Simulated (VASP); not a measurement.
Wanted: the native input for a VASP 6.6.1 run.

| Item | Value |
| --- | --- |
| Task | single point |
| Functional | BLYP |
| Potentials or basis | VASP PAW PBE potentials, release 64 (Ag) |
| Cutoff | 520 eV |
| k mesh | 6 × 6 × 6 |
| Occupations | gaussian, width 0.1 eV |
| Spin | no spin polarisation |
| Dipole correction | no |
| Further INCAR settings | ALGO = Fast; EDIFF = 1e-07; NBANDS = 24 |

The structure of Ag lies in POSCAR:

```
Ag
1.0
    1.4730471633      0.8504641762      7.2046500000
   -1.4730471633      0.8504641762      7.2046500000
    0.0000000000     -1.7009283525      7.2046500000
Ag
3
Direct
    0.0000000000      0.0000000000      0.0000000000
    0.7777190000      0.7777190000      0.7777190000
    0.2222810000      0.2222810000      0.2222810000
```

One way to write it, as run:

INCAR

```
PREC = Accurate ; ENCUT = 520
EDIFF = 1E-7 ; ISMEAR = 0
SIGMA = 0.1 ; LREAL = False
LASPH = True ; NELM = 80
ALGO = Fast ; ISIF = 2
LWAVE = False ; LCHARG = False
GGA = B5 ; ALDAX = 1.0
AGGAX = 1.0 ; AGGAC = 1.0
ALDAC = 0.0 ; NBANDS = 24
```

KPOINTS

```
Automatic mesh
0
Gamma
  6 6 6
```

Potentials or basis: VASP PAW PBE potentials, release 64 (Ag).

Command:

```console
$ cat potpaw_PBE.64/Ag/POTCAR > POTCAR
$ mpirun -np 1 vasp_std > vasp.out
```

It gave:

```yaml
Pressure: 6.6 GPa
Largest_force: 0.008 eV/Å
```

Caveat: the k points lie up to 0.41 Å⁻¹ apart; the PAW data sets were made with another functional, which shifts forces and pressure a little.

Run time: 3.8 min on 1 thread of Intel(R) Xeon(R) Platinum 8488C (Sapphire Rapids), on a shared host, peak memory 0.4 GiB.
